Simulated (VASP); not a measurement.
# P (P6_522) in VASP: notebook

Runs on P. Level: PBE. Tasks: single point, relaxation of cell and atoms.

Everything below comes from runs of VASP 6.6.1. Logs are shortened: lines on timing, memory, paths and dates and some standing lists are left out, and cuts for length are marked.

**1. The cell of the first run**

It takes space group P6_522 (No. 179, hexagonal). The conventional cell has a = 6.654 Å, b = 6.654 Å, c = 5.219 Å, α = 90.00°, β = 90.00°, γ = 120.00°. Within 3.4 Å of P (site symmetry 1) lie 9 P at 2.31 to 3.33 Å.

The cell was generated, and may not be a known phase.

**2. Single point, PBE**

The input, INCAR:

```
PREC = Accurate
ENCUT = 520
EDIFF = 1E-6
ISMEAR = 0
SIGMA = 0.1
LREAL = False
LASPH = True
NELM = 100
ALGO = Normal
ISIF = 2
LWAVE = False
LCHARG = True
GGA = PE
LELF = True
LVHAR = True
NBANDS = 42
```

The input, KPOINTS:

```
regular mesh
0
Gamma
  6 6 8
```

The input, POSCAR:

```
P
1.0
    6.6543566434      0.0000000000      0.0000000000
   -3.3271783217      5.7628418990      0.0000000000
    0.0000000000      0.0000000000      5.2191977335
P
12
Direct
    0.1011481313      0.7406103107      0.8741549857
    0.2593896893      0.3605378206      0.5408216523
    0.6394621794      0.8988518687      0.2074883190
    0.8988518687      0.2593896893      0.3741549857
    0.7406103107      0.6394621794      0.0408216523
    0.3605378206      0.1011481313      0.7074883190
    0.1011481313      0.3605378206      0.9591783477
    0.6394621794      0.7406103107      0.6258450143
    0.2593896893      0.8988518687      0.2925116810
    0.8988518687      0.6394621794      0.4591783477
    0.3605378206      0.2593896893      0.1258450143
    0.7406103107      0.1011481313      0.7925116810
```

Potentials or basis: VASP PAW PBE potentials, release 64 (P).

Launch:

```sh
> cat potpaw_PBE.64/P/POTCAR > POTCAR
> mpirun -np 1 vasp_std > vasp.out
```

OUTCAR:

```text
PREC = Accurate
   ENCUT = 520
   EDIFF = 1E-6
   ISMEAR = 0
   LREAL = False
   LASPH = True
   NELM = 100
   ISIF = 2
   GGA = PE

 ion  position               nearest neighbor table
   1  0.101  0.741  0.874-   5 2.31   6 2.31   9 2.42  10 2.46   7 2.57
   2  0.259  0.361  0.541-   4 2.31   6 2.31   7 2.42  11 2.46   8 2.57
   3  0.639  0.899  0.207-   4 2.31   5 2.31   8 2.42  12 2.46   9 2.57
   4  0.899  0.259  0.374-   2 2.31   3 2.31  12 2.42   7 2.46  10 2.57
   5  0.741  0.639  0.041-   1 2.31   3 2.31  10 2.42   8 2.46  11 2.57
   6  0.361  0.101  0.707-   1 2.31   2 2.31  11 2.42   9 2.46  12 2.57
   7  0.101  0.361  0.959-  11 2.31  12 2.31   2 2.42   4 2.46   1 2.57
   8  0.639  0.741  0.626-  10 2.31  12 2.31   3 2.42   5 2.46   2 2.57
   9  0.259  0.899  0.293-  11 2.31  10 2.31   1 2.42   6 2.46   3 2.57
  10  0.899  0.639  0.459-   8 2.31   9 2.31   5 2.42   1 2.46   4 2.57
  11  0.361  0.259  0.126-   7 2.31   9 2.31   6 2.42   2 2.46   5 2.57
  12  0.741  0.101  0.793-   8 2.31   7 2.31   4 2.42   3 2.46   6 2.57

  LATTYP: Found a hexagonal cell.
 ALAT       =     6.6543566434
 C/A-ratio  =     0.7843279243

  Lattice vectors:

 A1 = (   6.6543566434,   0.0000000000,   0.0000000000)
 A2 = (  -3.3271783217,   5.7628418990,   0.0000000000)
 A3 = (   0.0000000000,   0.0000000000,   5.2191977335)

Analysis of symmetry for initial positions (statically):
=====================================================================
 Subroutine PRICEL returns:
 Original cell was already a primitive cell.

 Routine SETGRP: Setting up the symmetry group for a
 hexagonal supercell.

 Subroutine GETGRP returns: Found 12 space group operations
 (whereof  2 operations were pure point group operations)
 out of a pool of 24 trial point group operations.

The static configuration has the point symmetry C_2 .
 The point group associated with its full space group is D_6 .

Analysis of symmetry for dynamics (positions and initial velocities):
=====================================================================
 Subroutine PRICEL returns:
 Original cell was already a primitive cell.

 Routine SETGRP: Setting up the symmetry group for a
 hexagonal supercell.

 Subroutine GETGRP returns: Found 12 space group operations
 (whereof  2 operations were pure point group operations)
 out of a pool of 24 trial point group operations.

The dynamic configuration has the point symmetry C_2 .
 The point group associated with its full space group is D_6 .

 Subroutine INISYM returns: Found 12 space group operations
 (whereof  2 operations are pure point group operations),
 and found     1 'primitive' translations

----------------------------------------------------------------------------------------

                                     Primitive cell

  volume of cell :     200.1458

  direct lattice vectors                    reciprocal lattice vectors
     6.654356643  0.000000000  0.000000000     0.150277488  0.086762748  0.000000000
    -3.327178322  5.762841899  0.000000000     0.000000000  0.173525496  0.000000000
     0.000000000  0.000000000  5.219197733     0.000000000  0.000000000  0.191600328

  length of vectors
     6.654356643  6.654356643  5.219197733     0.173525496  0.173525496  0.191600328

  position of ions in fractional coordinates (direct lattice)
     0.101148131  0.740610311  0.874154986
     0.259389689  0.360537821  0.540821652
     0.639462179  0.898851869  0.207488319
     0.898851869  0.259389689  0.374154986
     0.740610311  0.639462179  0.040821652
     0.360537821  0.101148131  0.707488319
     0.101148131  0.360537821  0.959178348
     0.639462179  0.740610311  0.625845014
     0.259389689  0.898851869  0.292511681
     0.898851869  0.639462179  0.459178348
     0.360537821  0.259389689  0.125845014
     0.740610311  0.101148131  0.792511681

  ion indices of the primitive-cell ions
   primitive index   ion index
                 1           1
                 2           2
                 3           3
                 4           4
                 5           5
                 6           6
                 7           7
                 8           8
                 9           9
                10          10
                11          11
                12          12

----------------------------------------------------------------------------------------

 KPOINTS: regular mesh

Automatic generation of k-mesh.
 Grid dimensions read from file:
 generate k-points for:    6    6    8

 Generating k-lattice:

  Cartesian coordinates                     Fractional coordinates (reciprocal lattice)
     0.025046248  0.014460458  0.000000000     0.166666667  0.000000000  0.000000000
     0.000000000  0.028920916  0.000000000     0.000000000  0.166666667  0.000000000
     0.000000000  0.000000000  0.023950041     0.000000000  0.000000000  0.125000000

  Length of vectors
     0.028920916  0.028920916  0.023950041

[... 42 lines left out ...]
   PSTRESS=    0.0 pullay stress
   NELECT =      60.0000    total number of electrons
   NUPDOWN=      -1.0000    fix difference up-down
   EMIN   =  10.00;   EMAX   =-10.00  energy-range for DOS
   EFERMI =   0.00;   METHOD = LEGACY
   ISMEAR =     0;   SIGMA  =   0.10  broadening in eV -4-tet -1-fermi 0-gaus
   EFERMI_NEDOS =   21; number of points for ismear=-14 and -15
   IALGO  =     38    algorithm
   IMIX   =      4    mixing-type and parameters
     AMIX     =   0.40;   BMIX     =  1.00
     AMIX_MAG =   1.60;   BMIX_MAG =  1.00
  volume/ion in A,a.u.               =      16.68       112.55
  Fermi-wavevector in a.u.,A,eV,Ry     =   1.095662  2.070500 16.333442  1.200474
  Thomas-Fermi vector in A             =   2.231989
   LORBIT       =      0    0 simple, 1 ext, 2 COOP (PROOUT), +10 PAW based schemes
   GGA     = PE    functional components
   LHFCALC =     F    Hartree Fock is set to
   AEXX    =    0.0000 exact exchange contribution
   IVDW    =     0    specifies the selected vdW correction
   LEPSILON=     F    determine dielectric tensor
   LRPA    =     F    only Hartree local field effects (RPA)
 non-spin polarized calculation
 Gauss-broadening in eV      SIGMA  =   0.10
  energy-cutoff  :      520.00
  volume of cell :      200.15
 maximum number of plane-waves:      5425
 NGX is ok and might be reduce to    50
   NGX = 25   NGY = 25   NGZ = 19

 number of electron      60.0000008 magnetization

 Free energy of the ion-electron system (eV)
  ---------------------------------------------------
  ext. energy  EPLUGINS =         0.00000000
  ---------------------------------------------------
  free energy    TOTEN  =       -60.86218799 eV

  energy without entropy =      -60.83638500  energy(sigma->0) =      -60.84928650

 E-fermi :   7.9473     XC(G=0): -10.5514

 val. band max:        7.9421606759   @ k =   0.0000   0.0000   0.3750
 cond. band min:       7.9930442258   @ k =   0.3333   0.1667   0.0000
 fundamental gap:      0.0508835498
 Fermi energy:         7.9473162359

 k-point     1 :       0.0000    0.0000    0.0000
  band No.  band energies     occupation
      1      -7.9893      2.00000
      2      -5.6027      2.00000
      3      -5.6027      2.00000
      4      -4.1100      2.00000
      5      -4.1100      2.00000
      6      -3.2758      2.00000
[... 34 lines left out ...]
     41      11.0621      0.00000
     42      12.0488      0.00000

 k-point     2 :       0.1667    0.0000    0.0000
  band No.  band energies     occupation
      1      -7.8936      2.00000
      2      -5.8973      2.00000
      3      -5.7414      2.00000
      4      -4.0784      2.00000
      5      -3.8030      2.00000
      6      -3.2029      2.00000
[... 979 lines left out ...]
     41      11.5184      0.00000
     42      11.5453      0.00000

 k-point    24 :       0.3333    0.0000    0.3750
  band No.  band energies     occupation
      1      -6.9179      2.00000
      2      -5.8288      2.00000
      3      -5.6576      2.00000
      4      -5.2465      2.00000
      5      -4.5947      2.00000
      6      -4.0906      2.00000
[... 34 lines left out ...]
     41      11.5698      0.00000
     42      11.7912      0.00000

 [... further k-points ...]

------------------------ aborting loop because EDIFF is reached ----------------------------------------

  FORCE on cell =-STRESS in cart. coord.  units (eV):
  Direction    XX          YY          ZZ          XY          YZ          ZX
  --------------------------------------------------------------------------------------
  -------------------------------------------------------------------------------------
  Total       -0.2802492     -0.2802492     -0.2714446      0.0000000     -0.0000000     -0.0000000
  in kB       -2.2434090     -2.2434090     -2.1729275      0.0000000     -0.0000000     -0.0000000
  external PRESSURE =      -2.2199152 kB  Pullay stress =       0.0000000 kB

 VOLUME and BASIS-vectors are now :
 -----------------------------------------------------------------------------
  energy-cutoff  :      520.00
  volume of cell :      200.15
      direct lattice vectors                 reciprocal lattice vectors
     6.654356643  0.000000000  0.000000000     0.150277488  0.086762748  0.000000000
    -3.327178322  5.762841899  0.000000000     0.000000000  0.173525496  0.000000000
     0.000000000  0.000000000  5.219197733     0.000000000  0.000000000  0.191600328

 POSITION                                       TOTAL-FORCE (eV/Angst)
 -----------------------------------------------------------------------------------
     -1.79107      4.26802      4.56239        -0.014964      0.022926      0.001841
      0.52650      2.07772      2.82266        -0.012373     -0.024422      0.001841
      1.26457      5.17994      1.08292         0.027337      0.001496      0.001841
      5.11825      1.49482      1.95279         0.014964     -0.022926      0.001841
      2.80068      3.68512      0.21306         0.012373      0.024422      0.001841
      2.06261      0.58290      3.69252        -0.027337     -0.001496      0.001841
     -0.52650      2.07772      5.00614         0.012373     -0.024422     -0.001841
      1.79107      4.26802      3.26641         0.014964      0.022926     -0.001841
     -1.26457      5.17994      1.52668        -0.027337      0.001496     -0.001841
      3.85368      3.68512      2.39654        -0.012373      0.024422     -0.001841
      1.53611      1.49482      0.65681        -0.014964     -0.022926     -0.001841
      4.59175      0.58290      4.13628         0.027337     -0.001496     -0.001841
 -----------------------------------------------------------------------------------
    total drift:                                0.000000      0.000000      0.000000

  FREE ENERGIE OF THE ION-ELECTRON SYSTEM (eV)
  ---------------------------------------------------
  free  energy   TOTEN  =       -60.8621879903 eV

  energy  without entropy=      -60.8363850016  energy(sigma->0) =      -60.84928650
```

Wall time 2.6 min (1 thread of AMD EPYC 9R45 (Zen 5), shared host); peak memory 0.37 GiB.

What came out:

```
Free energy            : -60.8622 eV
Pressure               : -0.2 GPa
Largest force          : 0.027 eV/Å
Band gap on the k mesh : zero (bands 30 and 31 overlap by 1.55 eV)
```

Forces on the atoms (eV/Å):
```
P   -0.015  0.023  0.002
P   -0.012 -0.024  0.002
P    0.027  0.001  0.002
P    0.015 -0.023  0.002
P    0.012  0.024  0.002
P   -0.027 -0.001  0.002
P    0.012 -0.024 -0.002
P    0.015  0.023 -0.002
P   -0.027  0.001 -0.002
P   -0.012  0.024 -0.002
P   -0.015 -0.023 -0.002
P    0.027 -0.001 -0.002
```

**3. Relaxation of cell and atoms, PBE**

This run uses another cell than the first one, of 16.73 Å³/atom.

The input, INCAR:

```
SYSTEM = P
ALGO     = Normal         ! electronic algorithm
EDIFF    = 1E-7           ! SCF threshold, eV
EDIFFG   = -0.01          ! ionic threshold
ENCUT    = 600            ! plane-wave cutoff, eV
GGA      = PE             ! functional
IBRION   = 2              ! ionic algorithm
ISIF     = 3              ! what is computed and relaxed
ISMEAR   = 0              ! smearing method
LASPH    = .True.         ! aspherical terms in the spheres
LCHARG   = .False.        ! write CHGCAR
LREAL    = .False.        ! projectors in reciprocal space
LWAVE    = .False.        ! write WAVECAR
NELM     = 100            ! most SCF steps
NSW      = 100            ! ionic steps
PREC     = Accurate       ! precision mode
SIGMA    = 0.1            ! smearing width, eV
```

The input, KPOINTS:

```
k-points
0
Gamma
  6 6 8
  0 0 0
```

The input, POSCAR:

```
P
1.0
    6.7372992586      0.0000000000      0.0000000000
   -3.3686496293      5.8346723108      0.0000000000
    0.0000000000      0.0000000000      5.1066497048
P
12
Direct
    0.1011872572      0.7420698888      0.8744908307
    0.2579301112      0.3591173685      0.5411574973
    0.6408826315      0.8988127428      0.2078241640
    0.8988127428      0.2579301112      0.3744908307
    0.7420698888      0.6408826315      0.0411574973
    0.3591173685      0.1011872572      0.7078241640
    0.1011872572      0.3591173685      0.9588425027
    0.6408826315      0.7420698888      0.6255091693
    0.2579301112      0.8988127428      0.2921758360
    0.8988127428      0.6408826315      0.4588425027
    0.3591173685      0.2579301112      0.1255091693
    0.7420698888      0.1011872572      0.7921758360
```

Potentials or basis: VASP PAW PBE potentials, release 64 (P).

Launch:

```sh
> cat potpaw_PBE.64/P/POTCAR > POTCAR
> mpirun -np 1 vasp_std > vasp.out
```

Run time: 14 min. Hardware: 1 thread of AMD EPYC 9R45 (Zen 5), shared host; peak memory 0.44 GiB.

The run converged. Its results:

```yaml
Free_energy: -60.8650 eV
Relaxed_volume: 16.68 Å³/atom
Relaxed_cell: a = 6.658 Å, b = 6.658 Å, c = 5.214 Å, α = 90.00°, β = 90.00°, γ = 120.00°
Space_group_after_relaxing_to_0.1_Å: P6_522 (No. 179)
Energy_gained_by_relaxing: 6.3 meV/atom
Ionic_steps: 7
Pressure_after_relaxing: 0.0 GPa
Largest_force_after_relaxing: 0.006 eV/Å
Band_gap_on_the_k_mesh: zero (bands 30 and 31 overlap by 1.54 eV)
```

Forces on the atoms (eV/Å):
```
P    0.005 -0.004  0.000
P    0.001  0.006  0.000
P   -0.005 -0.002  0.000
P   -0.005  0.004  0.000
P   -0.001 -0.006  0.000
P    0.005  0.002  0.000
P   -0.001  0.006  0.000
P   -0.005 -0.004  0.000
P    0.005 -0.002  0.000
P    0.001 -0.006  0.000
P    0.005  0.004  0.000
P   -0.005  0.002  0.000
```

The path:
```tsv
step	energy change (eV)	largest force (eV/Å)	pressure (GPa)	volume (Å³)
1	0.0000	0.0713	0.19	200.74
2	-0.0744	0.0039	-0.24	201.27
3	-0.0748	0.0087	-0.27	201.31
4	-0.0754	0.0226	0.05	200.49
5	-0.0754	0.0212	0.02	200.57
6	-0.0757	0.0173	0.02	200.47
7	-0.0761	0.0058	0.01	200.18
```

Final structure:
```cif
data_structure
_symmetry_space_group_name_H-M 'P 1'
_symmetry_Int_Tables_number 1
_cell_length_a 6.6580
_cell_length_b 6.6580
_cell_length_c 5.2144
_cell_angle_alpha 90.000
_cell_angle_beta 90.000
_cell_angle_gamma 120.000
_cell_volume 200.18
loop_
_atom_site_label
_atom_site_type_symbol
_atom_site_fract_x
_atom_site_fract_y
_atom_site_fract_z
_atom_site_occupancy
P1 P 0.10113 0.74163 0.87404 1
P2 P 0.25837 0.35950 0.54070 1
P3 P 0.64050 0.89887 0.20737 1
P4 P 0.89887 0.25837 0.37404 1
P5 P 0.74163 0.64050 0.04070 1
P6 P 0.35950 0.10113 0.70737 1
P7 P 0.10113 0.35950 0.95930 1
P8 P 0.64050 0.74163 0.62596 1
P9 P 0.25837 0.89887 0.29263 1
P10 P 0.89887 0.64050 0.45930 1
P11 P 0.35950 0.25837 0.12596 1
P12 P 0.74163 0.10113 0.79263 1
```

Levels at points of the mesh, in eV from the Fermi level:
```tsv
k point	band 28	band 29	band 30	band 31	band 32	band 33
(0.00, 0.00, 0.00)	-0.77	-0.35	0.43	0.43	1.51	1.82
(0.50, 0.00, 0.00)	-0.49	-0.16	0.04	0.46	1.04	1.21
(0.00, 0.00, 0.50)	-0.62	-0.44	-0.44	-0.07	-0.07	0.67
(0.50, 0.00, 0.50)	-1.16	-0.51	-0.51	-0.15	-0.15	0.19
```

**4. Single point, PBE**

This run uses another cell than the first one, of 14.99 Å³/atom.

The input, INCAR:

```
  PREC = Accurate
  ENCUT = 520
  EDIFF = 1E-7
  ISMEAR = 0
  SIGMA = 0.1
  LREAL = False
  LASPH = True
  NELM = 100
  ALGO = Normal
  ISIF = 2
  LWAVE = False
  LCHARG = False
  GGA = PE
  NBANDS = 42
```

The input, KPOINTS:

```
regular mesh
0
Gamma
  3 3 4
```

The input, POSCAR:

```
P
1.0
    5.7869156500      0.0000000000      0.0000000000
   -2.8934578200      5.0116159600      0.0000000000
    0.0000000000      0.0000000000      6.2038610300
P
12
Direct
    0.0818387400      0.7224022000      0.9371510000
    0.2775978000      0.3594365400      0.6038176600
    0.6405634600      0.9181612600      0.2704843300
    0.9181612600      0.2775978000      0.4371510000
    0.7224022000      0.6405634600      0.1038176600
    0.3594365400      0.0818387400      0.7704843300
    0.0818387400      0.3594365400      0.8961823400
    0.6405634600      0.7224022000      0.5628490000
    0.2775978000      0.9181612600      0.2295156700
    0.9181612600      0.6405634600      0.3961823400
    0.3594365400      0.2775978000      0.0628490000
    0.7224022000      0.0818387400      0.7295156700
```

Launch:

```sh
> cat potpaw_PBE.64/P/POTCAR > POTCAR
> mpirun -np 1 vasp_std > vasp.out
```

Run time: 53 s. Hardware: 1 thread of AMD EPYC 9R45 (Zen 5), shared host; peak memory 0.28 GiB.

The run converged. Its results:

```
Free energy            : -54.1305 eV
Pressure               : 27.4 GPa
Largest force          : 1.429 eV/Å
Band gap on the k mesh : zero (bands 30 and 31 overlap by 1.54 eV)
```

Forces on the atoms (eV/Å):
```
P    0.028 -0.448 -1.356
P    0.375  0.248 -1.356
P   -0.402  0.200 -1.356
P   -0.028  0.448 -1.356
P   -0.375 -0.248 -1.356
P    0.402 -0.200 -1.356
P   -0.375  0.248  1.356
P   -0.028 -0.448  1.356
P    0.402  0.200  1.356
P    0.375 -0.248  1.356
P    0.028  0.448  1.356
P   -0.402 -0.200  1.356
```

Stress tensor (GPa, compression positive):
```
29.00  0.00  0.00
 0.00 29.00  0.00
 0.00  0.00 24.20
```

Levels at points of the mesh, in eV from the Fermi level:
```tsv
k point	band 26	band 27	band 28	band 29	band 30	band 31	band 32	band 33	band 34	band 35
(0.00, 0.00, 0.00)	-1.18	-1.18	0.42	0.42	1.29	1.29	1.31	1.33	1.33	1.56
(0.00, 0.00, 0.50)	-1.61	-1.27	-1.27	-0.45	-0.45	0.13	0.13	1.04	1.04	1.93
```

Caveat: the k points lie up to 0.42 Å⁻¹ apart, too coarse for converged energies and pressures of a metal; forces of over 1 eV/Å act on the atoms, so gaps and moduli don't describe the material at rest.

**5. Overview**

```csv
task,cell,k mesh,cutoff (eV),gap on the mesh (eV),pressure (GPa),largest force (eV/Å)
single point,"a = 6.654, b = 6.654, c = 5.219 Å, angles 90.0, 90.0, 120.0°, 12 atoms, atomic positions A",6 × 6 × 8,520,none,-0.2,0.03
relaxation of cell and atoms,"relaxed from a = 6.737, b = 6.737, c = 5.107 Å, angles 90.0, 90.0, 120.0°, 12 atoms, atomic positions B",6 × 6 × 8,600,none,0.0,0.01
single point,"a = 5.787, b = 5.787, c = 6.204 Å, angles 90.0, 90.0, 120.0°, 12 atoms, atomic positions C",3 × 3 × 4,520,none,27.4,1.43
```

Alike in all rows: level PBE; potentials or basis VASP PAW PBE potentials, release 64 (P); no spin polarisation; smearing gaussian 0.1 eV.

Caveats: some runs use coarse meshes; forces of over 1 eV/Å act on the atoms, so gaps and moduli don't describe the material at rest (at least some runs).

Total energies depend on the potentials used, so only differences within one code and one set of settings carry meaning.

The gap in the log of VASP goes by the Fermi energy; the results here count the filled bands.